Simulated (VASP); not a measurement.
Set up this calculation in VASP 6.6.1, as the native input.

```
Task                   : single point
Functional             : PBE
Potentials or basis    : VASP PAW PBE potentials, release 64 (Na_pv, I)
Cutoff                 : 500 eV
k mesh                 : 6 × 6 × 6
Occupations            : gaussian, width 0.05 eV
Spin                   : no spin polarisation
Dipole correction      : no
Further INCAR settings : ALGO = Normal; EDIFF = 1e-06; NBANDS = 14
```

The structure of NaI lies in POSCAR:

```
NaI
1.0
    0.0000000000      3.2364000000      3.2364000000
    3.2364000000      0.0000000000      3.2364000000
    3.2364000000      3.2364000000      0.0000000000
Na I
1 1
Direct
    0.0463477938     -0.0463477938     -0.0463477938
    0.5000000000      0.5000000000      0.5000000000
```

This cell differs from its parent crystal: atom 1 (Na) moved by (-0.300, +0.000) A along x and y.

One way to write it, as run:

INCAR

```
ALGO = Normal ; EDIFF = 1E-6
ENCUT = 500 ; GGA = PE
GGA_COMPAT = F ; ISIF = 2
ISMEAR = 0 ; LASPH = T
LCHARG = T ; LELF = T
LREAL = F ; LVHAR = T
LWAVE = F ; NBANDS = 14
NELM = 120 ; PREC = Accurate
SIGMA = 0.05
```

KPOINTS

```
k-points
0
Gamma
  6 6 6
```

Potentials or basis: VASP PAW PBE potentials, release 64 (Na_pv, I).

Command:

```sh
$ cat potpaw_PBE.64/Na_pv/POTCAR potpaw_PBE.64/I/POTCAR > POTCAR
$ mpirun -np 1 vasp_std > vasp.out
```

Results of the run:

```yaml
Pressure: 0.9 GPa
Largest_force: 0.366 eV/Å
Band_gap_on_the_k_mesh: 3.66 eV
```

Caveat: the cell differs from its parent crystal (atom 1 (Na) moved by (-0.300, +0.000) A along x and y); spin-orbit coupling is left out, which moves the levels of the heavy elements.

Wall time 47 s on 1 thread of AMD EPYC 7R13 (shared host), peak memory 0.21 GiB.
